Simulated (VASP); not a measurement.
# Hf2ZrSe6 (R-3) in VASP: further runs

Hf2ZrSe6 is run at these levels: PBE; tasks: single point.

All numbers are computed with VASP 6.6.1; they aren't measurements. Logs are shortened: lines on timing, memory, paths and dates and some standing lists are left out, and cuts for length are marked.

## Step 1: The cell of the first run

The structure is trigonal, space group R-3 (No. 148). The conventional cell has a = 6.550 Å, b = 6.550 Å, c = 20.992 Å, α = 90.00°, β = 90.00°, γ = 120.00°. Zr (site symmetry -3) has 6 Se at 2.71 Å within 3.6 Å. Within 3.5 Å of Hf (site symmetry 3) lie 6 Se at 2.69 Å. Se (site symmetry 1) has 2 Hf at 2.69 Å and 1 Zr at 2.71 Å within 3.5 Å.

## Step 2: Single point, PBE

Contents of INCAR:

```
PREC = Accurate
ENCUT = 520
EDIFF = 1E-6
ISMEAR = 0
SIGMA = 0.1
LREAL = False
LASPH = True
NELM = 60
ALGO = Normal
ISIF = 2
LWAVE = False
LCHARG = False
GGA = PE
NBANDS = 44
```

Contents of KPOINTS:

```
regular mesh
0
Gamma
  3 3 3
```

Contents of POSCAR:

```
Hf2ZrSe6
1.0
    3.2748862000      1.8907564000      6.9973253000
   -3.2748862000      1.8907564000      6.9973253000
    0.0000000000     -3.7815128000      6.9973253000
Zr Hf Se
1 2 6
Direct
    0.5000000000      0.5000000000      0.5000000000
    0.8333360000      0.8333360000      0.8333360000
    0.1666640000      0.1666640000      0.1666640000
    0.4248280000      0.0892500000      0.7603930000
    0.0892500000      0.7603930000      0.4248280000
    0.7603930000      0.4248280000      0.0892500000
    0.2396070000      0.5751720000      0.9107500000
    0.9107500000      0.2396070000      0.5751720000
    0.5751720000      0.9107500000      0.2396070000
```

Potentials or basis: VASP PAW PBE potentials, release 64 (Zr_sv, Hf_pv, Se).

Command:

```console
cat potpaw_PBE.64/Zr_sv/POTCAR potpaw_PBE.64/Hf_pv/POTCAR potpaw_PBE.64/Se/POTCAR > POTCAR
mpirun -np 1 vasp_std > vasp.out
```

OUTCAR:

```text
PREC = Accurate
   ENCUT = 520
   EDIFF = 1E-6
   ISMEAR = 0
   LREAL = False
   LASPH = True
   NELM = 60
   ISIF = 2
   GGA = PE

 ion  position               nearest neighbor table
   1  0.500  0.500  0.500-   6 2.71   7 2.71   4 2.71   9 2.71   8 2.71   5 2.71   3 3.78   2 3.78
                             3 3.78   3 3.78   2 3.78   2 3.78
   2  0.833  0.833  0.833-   8 2.69   9 2.69   7 2.69   5 2.69   6 2.69   4 2.69   1 3.78   3 3.78
                             1 3.78   1 3.78   3 3.78   3 3.78
   3  0.167  0.167  0.167-   5 2.69   4 2.69   6 2.69   8 2.69   7 2.69   9 2.69   1 3.78   2 3.78
                             1 3.78   1 3.78   2 3.78   2 3.78
   4  0.425  0.089  0.760-   3 2.69   2 2.69   1 2.71
   5  0.089  0.760  0.425-   3 2.69   2 2.69   1 2.71
   6  0.760  0.425  0.089-   3 2.69   2 2.69   1 2.71
   7  0.240  0.575  0.911-   2 2.69   3 2.69   1 2.71
   8  0.911  0.240  0.575-   2 2.69   3 2.69   1 2.71
   9  0.575  0.911  0.240-   2 2.69   3 2.69   1 2.71

  LATTYP: Found a trigonal (rhomboedric) cell.
 ALAT       =     7.9537664500
 COS(alpha) =     0.6609398475

  Lattice vectors:

 A1 = (   3.2748862000,   1.8907564000,   6.9973253000)
 A2 = (  -3.2748862000,   1.8907564000,   6.9973253000)
 A3 = (   0.0000000000,  -3.7815128000,   6.9973253000)

Analysis of symmetry for initial positions (statically):
=====================================================================
 Subroutine PRICEL returns:
 Original cell was already a primitive cell.

 Routine SETGRP: Setting up the symmetry group for a
 trigonal (rhombohedral) supercell.

 Subroutine GETGRP returns: Found  6 space group operations
 (whereof  6 operations were pure point group operations)
 out of a pool of 12 trial point group operations.

The static configuration has the point symmetry S_6 .

Analysis of symmetry for dynamics (positions and initial velocities):
=====================================================================
 Subroutine PRICEL returns:
 Original cell was already a primitive cell.

 Routine SETGRP: Setting up the symmetry group for a
 trigonal (rhombohedral) supercell.

 Subroutine GETGRP returns: Found  6 space group operations
 (whereof  6 operations were pure point group operations)
 out of a pool of 12 trial point group operations.

The dynamic configuration has the point symmetry S_6 .

 Subroutine INISYM returns: Found  6 space group operations
 (whereof  6 operations are pure point group operations),
[... 96 lines left out ...]
   NFREE  =      0    steps in history (QN), initial steepest desc. (CG)
   ISIF   =      2    stress and relaxation
   ISYM   =      2    0-nonsym 1-usesym 2-fastsym
   POTIM  = 0.5000    time-step for ionic-motion
   TEBEG  =    0.0;   TEEND  =   0.0 temperature during run
   PSTRESS=    0.0 pullay stress
   NELECT =      68.0000    total number of electrons
   NUPDOWN=      -1.0000    fix difference up-down
   EMIN   =  10.00;   EMAX   =-10.00  energy-range for DOS
   EFERMI =   0.00;   METHOD = LEGACY
   ISMEAR =     0;   SIGMA  =   0.10  broadening in eV -4-tet -1-fermi 0-gaus
   EFERMI_NEDOS =   21; number of points for ismear=-14 and -15
   IALGO  =     38    algorithm
   IMIX   =      4    mixing-type and parameters
     AMIX     =   0.40;   BMIX     =  1.00
     AMIX_MAG =   1.60;   BMIX_MAG =  1.00
  volume/ion in A,a.u.               =      28.89       194.93
  Fermi-wavevector in a.u.,A,eV,Ry     =   1.046983  1.978510 14.914331  1.096172
  Thomas-Fermi vector in A             =   2.181844
   LORBIT       =      0    0 simple, 1 ext, 2 COOP (PROOUT), +10 PAW based schemes
   GGA     = PE    functional components
   LHFCALC =     F    Hartree Fock is set to
   AEXX    =    0.0000 exact exchange contribution
   IVDW    =     0    specifies the selected vdW correction
   LEPSILON=     F    determine dielectric tensor
   LRPA    =     F    only Hartree local field effects (RPA)
 non-spin polarized calculation
 Gauss-broadening in eV      SIGMA  =   0.10
  energy-cutoff  :      520.00
  volume of cell :      259.97
 maximum number of plane-waves:      7018
   NGX = 29   NGY = 29   NGZ = 29

 number of electron      68.0000001 magnetization

 Free energy of the ion-electron system (eV)
  ---------------------------------------------------
  ext. energy  EPLUGINS =         0.00000000
  ---------------------------------------------------
  free energy    TOTEN  =       -61.55351389 eV

  energy without entropy =      -61.55351344  energy(sigma->0) =      -61.55351366

 E-fermi :   2.6808     XC(G=0):  -8.7503

 val. band max:        2.3625770732   @ k =   0.0000   0.0000   0.0000
 cond. band min:       3.0113810135   @ k =  -0.3333   0.3333   0.0000
 fundamental gap:      0.6488039403
 Fermi energy:         2.6808070295

 k-point     1 :       0.0000    0.0000    0.0000
  band No.  band energies     occupation
      1     -47.1748      2.00000
      2     -28.9389      2.00000
      3     -28.9389      2.00000
      4     -28.9111      2.00000
      5     -28.8923      2.00000
      6     -28.8846      2.00000
[... 271 lines left out ...]
     43       5.6099      0.00000
     44       6.1790      0.00000

------------------------ aborting loop because EDIFF is reached ----------------------------------------

  FORCE on cell =-STRESS in cart. coord.  units (eV):
  Direction    XX          YY          ZZ          XY          YZ          ZX
  --------------------------------------------------------------------------------------
  -------------------------------------------------------------------------------------
  Total       -0.1580222     -0.1580222     -0.2545552     -0.0000000     -0.0000000      0.0000000
  in kB       -0.9738981     -0.9738980     -1.5688354     -0.0000000     -0.0000000      0.0000000
  external PRESSURE =      -1.1722105 kB  Pullay stress =       0.0000000 kB

 VOLUME and BASIS-vectors are now :
 -----------------------------------------------------------------------------
  energy-cutoff  :      520.00
  volume of cell :      259.97
      direct lattice vectors                 reciprocal lattice vectors
     3.274886200  1.890756400  6.997325300     0.152677061  0.088148144  0.047637250
    -3.274886200  1.890756400  6.997325300    -0.152677061  0.088148144  0.047637250
     0.000000000 -3.781512800  6.997325300     0.000000000 -0.176296287  0.047637250

 POSITION                                       TOTAL-FORCE (eV/Angst)
 -----------------------------------------------------------------------------------
      0.00000      0.00000     10.49599        -0.000000     -0.000000      0.000000
      0.00000      0.00000     17.49337        -0.000000     -0.000000     -0.000032
      0.00000      0.00000      3.49861        -0.000000     -0.000000      0.000032
      1.09898     -1.90344      8.91789         0.012837     -0.022228      0.026912
     -2.19792     -0.00002      8.91789        -0.025669     -0.000003      0.026912
      1.09894      1.90346      8.91789         0.012831      0.022232      0.026912
     -1.09894     -1.90346     12.07409        -0.012831     -0.022232     -0.026912
      2.19792      0.00002     12.07409         0.025669      0.000003     -0.026912
     -1.09898      1.90344     12.07409        -0.012837      0.022228     -0.026912
 -----------------------------------------------------------------------------------
    total drift:                                0.000000     -0.000000      0.000000

  FREE ENERGIE OF THE ION-ELECTRON SYSTEM (eV)
  ---------------------------------------------------
  free  energy   TOTEN  =       -61.5535138855 eV

  energy  without entropy=      -61.5535134360  energy(sigma->0) =      -61.55351366
```

stdout:

```text
POSCAR found type information on POSCAR ZrHfSe
 POSCAR found :  3 types and       9 ions
 scaLAPACK will be used
 LDA part: xc-table for (Slater+PW92), standard interpolation
 POSCAR, INCAR and KPOINTS ok, starting setup
 FFT: planning ... GRIDC
 FFT: planning ... GRID_SOFT
 FFT: planning ... GRID
 WAVECAR not read
 entering main loop
```

It took 4.8 min on 1 thread of Intel Xeon 8259CL, shared host; peak memory 0.52 GiB.

What came out:

| Item | Value |
| --- | --- |
| Free energy | -61.5535 eV |
| Pressure | -0.1 GPa |
| Largest force | 0.037 eV/Å |
| Band gap on the k mesh | 0.65 eV (least direct gap 1.32 eV) |

Forces in eV/Å, atoms in the order of the input:
```
Zr   0.000  0.000  0.000
Hf   0.000  0.000  0.000
Hf   0.000  0.000  0.000
Se   0.013 -0.022  0.027
Se  -0.026  0.000  0.027
Se   0.013  0.022  0.027
Se  -0.013 -0.022 -0.027
Se   0.026  0.000 -0.027
Se  -0.013  0.022 -0.027
```

Caveat: spin-orbit coupling is left out, which moves the levels of the heavy elements; an odd mesh through Γ misses points on the zone boundary, where band edges can lie.

(Part 1 of 2 ends here.)
